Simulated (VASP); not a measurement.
# BN (a cell with a defect) in VASP: notebook, part 3 of 3

VASP 6.6.1.

## 5. Relaxation of the atoms, PBE, collinear spin

INCAR

```
PREC     = Accurate       # precision mode
ENCUT    = 520            # plane-wave cutoff, eV
EDIFF    = 1E-7           # SCF threshold, eV
ISMEAR   = 0              # smearing method
SIGMA    = 0.01           # smearing width, eV
LREAL    = Auto         
LASPH    = T              # aspherical terms in the spheres
NELM     = 200            # most SCF steps
ALGO     = Normal         # electronic algorithm
ISIF     = 2              # what is computed and relaxed
LWAVE    = F              # write WAVECAR
LCHARG   = F              # write CHGCAR
ISPIN    = 2              # spin polarisation
MAGMOM   = 0 0 0 0.01 0 0 0 0 0 0 0 0 0 0 0.01 0 0 0.01 0 0.03 0 0.02 0 0 0.25 0 0.02 0 0 0 0.27 0 0.01 0 # initial moments
LORBIT   = 11             # projections on sites
NUPDOWN  = 1.0            # fixed moment
GGA      = PE             # functional
IBRION   = 2              # ionic algorithm
NSW      = 100            # ionic steps
EDIFFG   = -0.03          # ionic threshold
NELECT   = 137.0        
GGA_COMPAT= F            
NELMIN   = 4
```

KPOINTS

```
Automatic mesh
0
Gamma
  1 1 1
  0.25 0.25 0.25
```

POSCAR

```
BN
1.0
    7.4650312800      0.0000000000      0.0000000000
   -3.7325156400      6.4649067300      0.0000000000
    0.0000000000      0.0000000000      6.4954828800
B N
17 17
Direct
    0.1111111100      0.2222222200      0.2500000000
    0.2222222200      0.1111111100      0.7500000000
    0.1111111100      0.5555555600      0.2500000000
    0.2222222200      0.4444444400      0.7500000000
    0.1111111100      0.8888888900      0.2500000000
    0.2222222200      0.7777777800      0.7500000000
    0.4444444400      0.2222222200      0.2500000000
    0.5555555600      0.1111111100      0.7500000000
    0.4444444400      0.5555555600      0.2500000000
    0.4444444400      0.8888888900      0.2500000000
    0.5555555600      0.7777777800      0.7500000000
    0.7777777800      0.2222222200      0.2500000000
    0.8888888900      0.1111111100      0.7500000000
    0.7777777800      0.5555555600      0.2500000000
    0.8888888900      0.4444444400      0.7500000000
    0.7777777800      0.8888888900      0.2500000000
    0.8888888900      0.7777777800      0.7500000000
    0.1111111100      0.2222222200      0.7500000000
    0.2222222200      0.1111111100      0.2500000000
    0.1111111100      0.5555555600      0.7500000000
    0.2222222200      0.4444444400      0.2500000000
    0.1111111100      0.8888888900      0.7500000000
    0.2222222200      0.7777777800      0.2500000000
    0.5555555600      0.1111111100      0.2500000000
    0.4444444400      0.5555555600      0.7500000000
    0.5555555600      0.4444444400      0.2500000000
    0.4444444400      0.8888888900      0.7500000000
    0.5555555600      0.7777777800      0.2500000000
    0.7777777800      0.2222222200      0.7500000000
    0.8888888900      0.1111111100      0.2500000000
    0.7777777800      0.5555555600      0.7500000000
    0.8888888900      0.4444444400      0.2500000000
    0.7777777800      0.8888888900      0.7500000000
    0.8888888900      0.7777777800      0.2500000000
```

Potentials or basis: VASP PAW PBE potentials, release 64 (B, N).

Command:

```bash
> cat potpaw_PBE.64/B/POTCAR potpaw_PBE.64/N/POTCAR > POTCAR
> mpirun -np 1 vasp_std > vasp.out
```

OUTCAR:

```text
PREC = Accurate
   ENCUT = 520
   EDIFF = 1E-7
   ISMEAR = 0
   LREAL = Auto
   LASPH = T
   NELM = 200
   ISIF = 2
   ISPIN = 2
   LORBIT = 11
   NUPDOWN = 1.0
   GGA = PE
   IBRION = 2
   NSW = 100
   EDIFFG = -0.03
   NELECT = 137.0
   NELMIN = 4

 ion  position               nearest neighbor table
   1  0.111  0.222  0.250-  19 1.44  30 1.44  21 1.44
   2  0.222  0.111  0.750-  18 1.44  22 1.44
   3  0.111  0.556  0.250-  32 1.44  23 1.44  21 1.44
   4  0.222  0.444  0.750-  25 1.44  18 1.44  20 1.44
   5  0.111  0.889  0.250-  23 1.44  34 1.44  19 1.44
   6  0.222  0.778  0.750-  22 1.44  27 1.44  20 1.44
   7  0.444  0.222  0.250-  19 1.44  26 1.44  24 1.44
   8  0.556  0.111  0.750-  29 1.44  27 1.44
   9  0.444  0.556  0.250-  21 1.44  28 1.44  26 1.44
  10  0.444  0.889  0.250-  23 1.44  24 1.44  28 1.44
  11  0.556  0.778  0.750-  33 1.44  25 1.44  27 1.44
  12  0.778  0.222  0.250-  30 1.44  24 1.44  32 1.44
  13  0.889  0.111  0.750-  29 1.44  18 1.44  33 1.44
  14  0.778  0.556  0.250-  26 1.44  34 1.44  32 1.44
[... 8 lines left out ...]
  23  0.222  0.778  0.250-   5 1.44  10 1.44   3 1.44
  24  0.556  0.111  0.250-  12 1.44  10 1.44   7 1.44
  25  0.444  0.556  0.750-   4 1.44  11 1.44
  26  0.556  0.444  0.250-  14 1.44   7 1.44   9 1.44
  27  0.444  0.889  0.750-   6 1.44   8 1.44  11 1.44
  28  0.556  0.778  0.250-  16 1.44   9 1.44  10 1.44
  29  0.778  0.222  0.750-  13 1.44   8 1.44  15 1.44
  30  0.889  0.111  0.250-  12 1.44   1 1.44  16 1.44
  31  0.778  0.556  0.750-  17 1.44  15 1.44
  32  0.889  0.444  0.250-   3 1.44  12 1.44  14 1.44
  33  0.778  0.889  0.750-  17 1.44  11 1.44  13 1.44
  34  0.889  0.778  0.250-  16 1.44   5 1.44  14 1.44

  LATTYP: Found a hexagonal cell.
 ALAT       =     7.4650312800
 C/A-ratio  =     0.8701213212

  Lattice vectors:

 A1 = (   7.4650312800,   0.0000000000,   0.0000000000)
 A2 = (  -3.7325156400,   6.4649067300,   0.0000000000)
 A3 = (   0.0000000000,   0.0000000000,   6.4954828800)

Analysis of symmetry for initial positions (statically):
=====================================================================
 Subroutine PRICEL returns:
 Original cell was already a primitive cell.

 Routine SETGRP: Setting up the symmetry group for a
 hexagonal supercell.

 Subroutine GETGRP returns: Found  4 space group operations
 (whereof  1 operations were pure point group operations)
 out of a pool of 24 trial point group operations.

The static configuration has the point symmetry C_1 .
 The point group associated with its full space group is C_2v.

Analysis of symmetry for dynamics (positions and initial velocities):
=====================================================================
 Subroutine PRICEL returns:
 Original cell was already a primitive cell.

 Routine SETGRP: Setting up the symmetry group for a
 hexagonal supercell.

 Subroutine GETGRP returns: Found  4 space group operations
 (whereof  1 operations were pure point group operations)
 out of a pool of 24 trial point group operations.

The dynamic configuration has the point symmetry C_1 .
 The point group associated with its full space group is C_2v.

Analysis of structural, dynamic, and magnetic symmetry:
=====================================================================
 Subroutine PRICEL returns:
[... 178 lines left out ...]
   LHFCALC =     F    Hartree Fock is set to
   AEXX    =    0.0000 exact exchange contribution
   IVDW    =     0    specifies the selected vdW correction
   LEPSILON=     F    determine dielectric tensor
   LRPA    =     F    only Hartree local field effects (RPA)
 conjugate gradient relaxation of ions
 spin polarized calculation
 Gauss-broadening in eV      SIGMA  =   0.01
  energy-cutoff  :      520.00
  volume of cell :      313.48
 maximum number of plane-waves:      8452
   NGX = 27   NGY = 27   NGZ = 25

--------------------------------------- Ionic step        1  -------------------------------------------

 number of electron     136.9999999 magnetization       0.9999997

 Free energy of the ion-electron system (eV)
  ---------------------------------------------------
  ext. energy  EPLUGINS =         0.00000000
  ---------------------------------------------------
  free energy    TOTEN  =      -286.14407973 eV

  energy without entropy =     -286.14407973  energy(sigma->0) =     -286.14407973

------------------------ aborting loop because EDIFF is reached ----------------------------------------

  FORCE on cell =-STRESS in cart. coord.  units (eV):
  Direction    XX          YY          ZZ          XY          YZ          ZX
  --------------------------------------------------------------------------------------
  -------------------------------------------------------------------------------------
  Total       17.4463244     26.3184045     13.4514830      0.0017259      0.0000000      0.0000000
  in kB       89.1680332    134.5131680     68.7504290      0.0088211      0.0000000      0.0000000
  external PRESSURE =      97.4772101 kB  Pullay stress =       0.0000000 kB
[... 185 lines left out ...]
  FREE ENERGIE OF THE ION-ELECTRON SYSTEM (eV)
  ---------------------------------------------------
  free  energy   TOTEN  =      -286.5359971678 eV

  energy  without entropy=     -286.5359971678  energy(sigma->0) =     -286.53599717

[... ionic steps 4 to 15 ...]

--------------------------------------- Ionic step       16  -------------------------------------------

 number of electron     136.9999995 magnetization       1.0000000

------------------------ aborting loop because EDIFF is reached ----------------------------------------
[... 131 lines left out ...]
--------------------------------------- Ionic step       18  -------------------------------------------

 number of electron     136.9999995 magnetization       1.0000000

 Free energy of the ion-electron system (eV)
  ---------------------------------------------------
  ext. energy  EPLUGINS =         0.00000000
  ---------------------------------------------------
  free energy    TOTEN  =      -286.90293638 eV

  energy without entropy =     -286.90293638  energy(sigma->0) =     -286.90293638

 E-fermi :   2.7352     XC(G=0): -10.0675

 val. band max:        3.1833581485   @ k =   0.2500   0.2500   0.2500
 cond. band min:       4.0518871423   @ k =   0.5000   0.2500   0.2500
 fundamental gap:      0.8685289938
 Fermi energy:         3.2305923657

 spin component 1

 k-point     1 :       0.2500    0.2500    0.2500
  band No.  band energies     occupation
      1     -15.7557      1.00000
      2     -15.2544      1.00000
      3     -15.2118      1.00000
      4     -14.6338      1.00000
      5     -14.2036      1.00000
      6     -13.8575      1.00000
[... 238 lines left out ...]
     79       8.5343      0.00000
     80       8.6552      0.00000
 Fermi energy:         2.7351617787

 spin component 2

 k-point     1 :       0.2500    0.2500    0.2500
  band No.  band energies     occupation
      1     -15.7555      1.00000
      2     -15.2541      1.00000
      3     -15.2118      1.00000
      4     -14.5832      1.00000
      5     -14.1593      1.00000
      6     -13.8573      1.00000
[... 238 lines left out ...]
     79       8.5341      0.00000
     80       8.6565      0.00000
 [bands above 80 left out]

------------------------ aborting loop because EDIFF is reached ----------------------------------------

  FORCE on cell =-STRESS in cart. coord.  units (eV):
  Direction    XX          YY          ZZ          XY          YZ          ZX
  --------------------------------------------------------------------------------------
  -------------------------------------------------------------------------------------
  Total        2.9029687     29.5736575     13.4876907      0.0026501      0.0000000      0.0000000
  in kB       14.8370514    151.1507422     68.9354863      0.0135444      0.0000000      0.0000000
  external PRESSURE =      78.3077600 kB  Pullay stress =       0.0000000 kB
[... 49 lines left out ...]
  FREE ENERGIE OF THE ION-ELECTRON SYSTEM (eV)
  ---------------------------------------------------
  free  energy   TOTEN  =      -286.9029363830 eV

  energy  without entropy=     -286.9029363830  energy(sigma->0) =     -286.90293638

 reached required accuracy - stopping structural energy minimisation

 total charge

# of ion       s       p       d       tot
------------------------------------------
    1        0.758   1.455   0.000   2.214
    2        0.702   1.195   0.000   1.897
    3        0.758   1.454   0.000   2.212
    4        0.750   1.435   0.000   2.185
    5        0.758   1.455   0.000   2.213
    6        0.768   1.453   0.000   2.221
[... 26 lines left out ...]
   33        1.236   2.808   0.000   4.043
   34        1.232   2.818   0.000   4.050
--------------------------------------------------
tot         33.697  71.330   0.000 105.027

 magnetization (x)

# of ion       s       p       d       tot
------------------------------------------
    1       -0.000  -0.000   0.000  -0.000
    2        0.001   0.007   0.000   0.008
    3        0.000  -0.000   0.000  -0.000
    4        0.006   0.008   0.000   0.015
    5        0.000  -0.000   0.000  -0.000
    6       -0.001  -0.002   0.000  -0.003
[... 26 lines left out ...]
   33       -0.000   0.012   0.000   0.012
   34       -0.000  -0.000   0.000  -0.000
--------------------------------------------------
tot          0.098   0.685   0.000   0.783
```

Run time: 61 min. Hardware: 1 thread of Intel Xeon Platinum 8488C (Sapphire Rapids), shared host; peak memory 0.55 GiB.

Results:

| Quantity | Value |
| --- | --- |
| Free energy | -286.9029 eV |
| Energy gained by relaxing | 22.3 meV/atom |
| Ionic steps | 18 |
| Largest force after relaxing | 0.026 eV/Å |
| Net moment | 1.00 μB per cell |
| Site moments | B -0.00, +0.01, +0.00, -0.01 (each value once); N +0.01, -0.00, +0.03, +0.02, +0.33 (each value once) μB |
| Valence electrons inside the program's atomic spheres | B 2.21, 1.90, 2.19, 2.22, 2.20, 2.24, 2.08 (each value once); N 3.94, 4.05, 4.00, 4.03, 3.89, 4.04 (each value once) |

Forces in eV/Å, atoms in the order of the input:
```
B    0.006  0.009  0.000
B   -0.006  0.018  0.000
B    0.000 -0.001  0.000
B    0.006 -0.010  0.000
B   -0.002 -0.008  0.000
B    0.000 -0.003  0.000
B   -0.001  0.014  0.000
B    0.005  0.018  0.000
B    0.006 -0.003  0.000
B    0.002 -0.008  0.000
B    0.024 -0.010  0.000
B   -0.006  0.009  0.000
B    0.000  0.011  0.000
B   -0.005 -0.003  0.000
B   -0.006 -0.010  0.000
B    0.000 -0.014  0.000
B   -0.023 -0.010  0.000
N    0.015  0.010  0.000
N   -0.007 -0.005  0.000
N    0.000 -0.009  0.000
N   -0.008 -0.013  0.000
N    0.013  0.003  0.000
N    0.000  0.004  0.000
N    0.008 -0.005  0.000
N    0.020 -0.002  0.000
N    0.000 -0.010  0.000
N   -0.013  0.003  0.000
N    0.000  0.014  0.000
N   -0.016  0.010  0.000
N    0.000  0.001  0.000
N   -0.020 -0.002  0.000
N    0.008 -0.013  0.000
N    0.000  0.004  0.000
N    0.000  0.014  0.000
```

Step by step:
| step | energy change (eV) | largest force (eV/Å) | pressure (GPa) |
| --- | --- | --- | --- |
| 1 | 0.0000 | 2.6750 | 9.75 |
| 2 | 1.5499 | 9.1433 | 12.79 |
| 3 | -0.3919 | 1.3047 | 9.91 |
| 4 | -0.5723 | 1.8231 | 9.03 |
| 5 | -0.5730 | 1.6616 | 9.07 |
| 6 | -0.6951 | 0.7435 | 8.05 |
| 7 | -0.6966 | 0.7975 | 7.94 |
| 8 | -0.7337 | 0.4265 | 7.76 |
| 9 | -0.7337 | 0.4196 | 7.76 |
| 10 | -0.7504 | 0.2503 | 7.70 |
| 11 | -0.7504 | 0.2728 | 7.70 |
| 12 | -0.7570 | 0.1448 | 7.79 |
| 13 | -0.7571 | 0.1247 | 7.78 |
| 14 | -0.7583 | 0.1012 | 7.83 |
| 15 | -0.7583 | 0.0944 | 7.83 |
| 16 | -0.7587 | 0.0487 | 7.84 |
| 17 | -0.7587 | 0.0504 | 7.84 |
| 18 | -0.7589 | 0.0257 | 7.83 |

Final structure:
```yaml
crystal:
  lattice:
    - [7.46503, 0.00000, 0.00000]
    - [-3.73252, 6.46491, 0.00000]
    - [0.00000, 0.00000, 6.49548]
  atoms:
    - { symbol: B, position: [0.11130, 0.22237, 0.25000] }
    - { symbol: B, position: [0.24526, 0.10802, 0.75000] }
    - { symbol: B, position: [0.11094, 0.55521, 0.25000] }
    - { symbol: B, position: [0.23291, 0.44473, 0.75000] }
    - { symbol: B, position: [0.11086, 0.88877, 0.25000] }
    - { symbol: B, position: [0.21756, 0.76844, 0.75000] }
    - { symbol: B, position: [0.44473, 0.22278, 0.25000] }
    - { symbol: B, position: [0.52943, 0.10802, 0.75000] }
    - { symbol: B, position: [0.44481, 0.55529, 0.25000] }
    - { symbol: B, position: [0.44459, 0.88877, 0.25000] }
    - { symbol: B, position: [0.55767, 0.77860, 0.75000] }
    - { symbol: B, position: [0.77774, 0.22236, 0.25000] }
    - { symbol: B, position: [0.89135, 0.11606, 0.75000] }
    - { symbol: B, position: [0.77715, 0.55529, 0.25000] }
    - { symbol: B, position: [0.87848, 0.44474, 0.75000] }
    - { symbol: B, position: [0.77769, 0.88870, 0.25000] }
    - { symbol: B, position: [0.88760, 0.77860, 0.75000] }
    - { symbol: N, position: [0.12397, 0.21958, 0.75000] }
    - { symbol: N, position: [0.22225, 0.11101, 0.25000] }
    - { symbol: N, position: [0.10708, 0.54750, 0.75000] }
    - { symbol: N, position: [0.22220, 0.44432, 0.25000] }
    - { symbol: N, position: [0.11407, 0.88815, 0.75000] }
    - { symbol: N, position: [0.22216, 0.77765, 0.25000] }
    - { symbol: N, position: [0.55543, 0.11101, 0.25000] }
    - { symbol: N, position: [0.44952, 0.56389, 0.75000] }
    - { symbol: N, position: [0.55541, 0.44415, 0.25000] }
    - { symbol: N, position: [0.44075, 0.88815, 0.75000] }
    - { symbol: N, position: [0.55564, 0.77783, 0.25000] }
    - { symbol: N, position: [0.76227, 0.21959, 0.75000] }
    - { symbol: N, position: [0.88895, 0.11122, 0.25000] }
    - { symbol: N, position: [0.78102, 0.56390, 0.75000] }
    - { symbol: N, position: [0.88879, 0.44432, 0.25000] }
    - { symbol: N, position: [0.78157, 0.89647, 0.75000] }
    - { symbol: N, position: [0.88887, 0.77783, 0.25000] }
```

Caveat: the k points lie up to 0.49 Å⁻¹ apart; the cell carries a net charge on a neutralising background, which shifts energy and pressure; the cell is charged against a uniform background, so pressure and absolute levels hang on convention; the total moment is fixed, so each spin has its own Fermi level and the state may be an excited one.

## 6. Summary

```csv
task,level,spin,fixed moment (μB),cell,cutoff (eV),smearing,grid for exact exchange (PRECFOCK),share of exact exchange,screening parameter,gap on the mesh (eV),pressure (GPa),largest force (eV/Å)
single point,HSE06,off,-,"as given, atomic positions A",520,fermi-dirac 0.01 eV,Fast,0.25,0.2079 1/Å,1.68,-1.7,0.35
single point,r2SCAN,off,-,"as given, atomic positions A",580,fermi-dirac 0.01 eV,-,-,-,0.87,0.3,0.17
relaxation of the atoms,PBE,collinear,2.0,"atoms relaxed, atomic positions B",520,gaussian 0.01 eV,-,-,-,-,7.0,0.02
```

Alike in all rows: potentials or basis VASP PAW PBE potentials, release 64 (B, N); k mesh 1 × 1 × 1, shifted.

Caveats: some runs use coarse meshes; the PAW data sets were made with another functional, which shifts forces and pressure a little (at least some runs); the total moment is fixed, so each spin has its own Fermi level and the state may be an excited one (at least some runs).

Absolute energies hang on the potentials; compare differences alone.
